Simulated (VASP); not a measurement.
Al: single point with PBE

The system is Al.

```
Al
1.0
     0.00000    2.01742    2.01742
     2.01742    0.00000    2.01742
     2.01742    2.01742    0.00000
Al
1
Direct
  0.00000 0.00000 0.00000
```

```
Program                : VASP 6.6.1
Task                   : single point
Functional             : PBE
Potentials or basis    : VASP PAW PBE potentials, release 64 (Al)
Cutoff                 : 500 eV
k mesh                 : 13 × 13 × 13
Occupations            : methfessel-paxton, width 0.05 eV
Spin                   : no spin polarisation
Dipole correction      : no
Further INCAR settings : ALGO = Normal; EDIFF = 1e-06; NBANDS = 8
```

```
Pressure : 0.3 GPa
```

Levels at points of the mesh, in eV from the Fermi level:
```tsv
k point	band 1	band 2	band 3	band 4
(0.00, 0.00, 0.00)	-11.09	12.73	12.73	12.73
```

Run time: 6.1 s on 1 thread of Intel Xeon 6975P-C, on a shared host, peak memory 0.13 GiB.
